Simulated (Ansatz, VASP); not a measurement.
# N: VASP beside Ansatz

```
N
1.0
     7.03385    0.00000    0.00000
     0.00000    7.03385    0.00000
     0.00000    0.00000    7.03385
N
12
Direct
  0.69814 0.23854 0.59815
  0.81228 0.19003 0.50263
  0.64576 0.42606 0.06447
  0.52643 0.50152 0.99655
  0.21954 0.39942 0.57494
  0.22468 0.46335 0.43205
  0.94740 0.81811 0.02127
  0.84006 0.92551 0.98193
  0.58801 0.75385 0.58034
  0.68009 0.71384 0.46008
  0.36544 0.00740 0.05180
  0.38147 0.03286 0.20536
```

Alike in both runs: functional PBE; dispersion D3(BJ); k mesh 1 × 1 × 1; occupations fermi-dirac, width 0.05 eV; no spin polarisation.

Ansatz relaxed the structure, and its values are those at the end. VASP's run is a single point on that final structure, the one shown.

```csv
,VASP,Ansatz
version,VASP 6.6.1,Ansatz 0.2.0
potentials or method,"VASP PAW PBE potentials, release 64 (N_h), cutoff 910 eV","scalar-relativistic, plane waves, PAW"
valence electrons in the cell,60,60
```

```csv
,VASP,Ansatz,Ansatz less VASP
rms of the force components (eV/Å),0.091,0.068,-0.0235
```

Noted on VASP's run: the cutoff is short for stress, so the pressure is rough.
